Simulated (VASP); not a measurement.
Crystal: GaP.

```
Ga P
1.0
     0.00000    2.75254    2.75254
     2.75254    0.00000    2.75254
     2.75254    2.75254    0.00000
Ga P
1 1
Direct
  0.00000 0.00000 0.00000
  0.25000 0.25000 0.25000
```

- Program: VASP 6.6.1
- Task: relaxation of cell and atoms
- Functional: PBE
- Dispersion: D3(BJ)
- Potentials or basis: VASP PAW PBE potentials, release 64 (Ga_d, P)
- Cutoff: 600 eV
- k mesh: 8 × 8 × 8
- Occupations: gaussian, width 0.02 eV
- Spin: no spin polarisation

At the start: pressure -2.6 GPa; volume 20.85 Å³/atom.

Question: How do energy, volume and symmetry change on relaxing?

Answer: Over 3 steps the energy falls by 5.6 meV/atom and the volume is 20.18 Å³/atom (-3.3 %); space group F-43m (No. 216, to 0.05 Å).

Step by step:
| step | energy change (eV) | largest force (eV/Å) | pressure (GPa) | volume (Å³) |
| --- | --- | --- | --- | --- |
| 1 | 0.0000 | 0.0000 | -2.55 | 41.71 |
| 2 | -0.0086 | 0.0000 | 1.33 | 39.74 |
| 3 | -0.0112 | 0.0000 | -0.03 | 40.35 |

Final structure:
```xyz
2
Lattice="0.0000 2.7223 2.7223 2.7223 0.0000 2.7223 2.7223 2.7223 0.0000" Properties=species:S:1:pos:R:3 pbc="T T T"
Ga    0.0000    0.0000    0.0000
P     1.3612    1.3612    1.3612
```
